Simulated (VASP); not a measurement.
Wanted: the native input for a VASP 6.6.1 run.

```yaml
Task: single point
Functional: PBE
Potentials_or_basis: VASP PAW PBE potentials, release 64 (Na_pv, Br, F)
Cutoff: 520 eV
k_mesh: 6 × 6 × 4
Occupations: gaussian, width 0.1 eV
Spin: no spin polarisation
Dipole_correction: no
Further_INCAR_settings: ALGO = Normal; EDIFF = 1e-07; NBANDS = 22
```

The structure of Na2BrF lies in POSCAR:

```
Na2BrF
1.0
    3.6109790599      0.0000000000      0.0000000000
    0.0000000000      3.6109790599      0.0000000000
    0.0000000000      0.0000000000      5.1066955599
Na Br F
2 1 1
Direct
    0.0000000000      0.0000000000      0.0000000000
    0.5000000000      0.5000000000      0.5000000000
    0.5000000000      0.5000000000      0.0000000000
    0.0000000000      0.0000000000      0.5000000000
```

The input as run:

INCAR

```
PREC = Accurate ; ENCUT = 520
EDIFF = 1E-7 ; ISMEAR = 0
SIGMA = 0.1 ; LREAL = F
LASPH = T ; NELM = 100
ALGO = Normal ; ISIF = 2
LWAVE = F ; LCHARG = F
GGA = PE ; NBANDS = 22
```

KPOINTS

```
regular mesh
0
Gamma
  6 6 4
```

Potentials or basis: VASP PAW PBE potentials, release 64 (Na_pv, Br, F).

The run is started by

```sh
$ cat potpaw_PBE.64/Na_pv/POTCAR potpaw_PBE.64/Br/POTCAR potpaw_PBE.64/F/POTCAR > POTCAR
$ mpirun -np 1 vasp_std > vasp.out
```

Results of the run:

```
Pressure               : 11.5 GPa
Band gap on the k mesh : 5.26 eV, direct
```

Run time: 38 s on 1 thread of Intel(R) Xeon(R) Platinum 8259CL CPU @ 2.50GHz (Skylake/Cascade Lake), on a shared host, peak memory 0.2 GiB.
